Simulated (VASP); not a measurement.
A run of VASP 6.6.1:

File POSCAR:

```
Sn
1.0
    3.3357285829      0.0000000000      0.0000000000
    0.0000000000      3.3357285829      0.0000000000
    0.0000000000      0.0000000000      3.3357285829
Sn
1
Direct
    0.0000000000      0.0000000000      0.0000000000
```

Contents of INCAR.step1:

```
ALGO = Normal
EDIFF = 1E-4
ENCUT = 520
GGA = PE
ISMEAR = 0
LASPH = T
LCHARG = F
LREAL = F
LWAVE = T
NBANDS = 13
NELM = 100
PREC = Accurate
SIGMA = 0.1
```

Contents of INCAR.step2:

```
ALGO = Normal
EDIFF = 1E-6
ENCUT = 520
ISIF = 2
ISMEAR = 0
ISTART = 1
LASPH = T
LCHARG = F
LMIXTAU = T
LREAL = F
LWAVE = F
METAGGA = R2SCAN
NBANDS = 13
NELM = 100
PREC = Accurate
SIGMA = 0.1
```

Contents of KPOINTS:

```
k-points
0
Gamma
  6 6 6
```

Potentials or basis: VASP PAW PBE potentials, release 64 (Sn_d).

Launch:

```bash
$ cat potpaw_PBE.64/Sn_d/POTCAR > POTCAR
$ cp INCAR.step1 INCAR
$ mpirun -np 1 vasp_std > vasp.out
$ cp INCAR.step2 INCAR
$ mpirun -np 1 vasp_std > vasp.out
```

Hardware: 1 thread of AMD EPYC 7R43 64-Core Processor (Zen 3), on a shared host.

Task: Estimate the wall time of this run.

Result: Run time: 45 s on 1 thread of AMD EPYC 7R43 64-Core Processor (Zen 3), on a shared host, peak memory 0.12 GiB. Counts: k points 20.
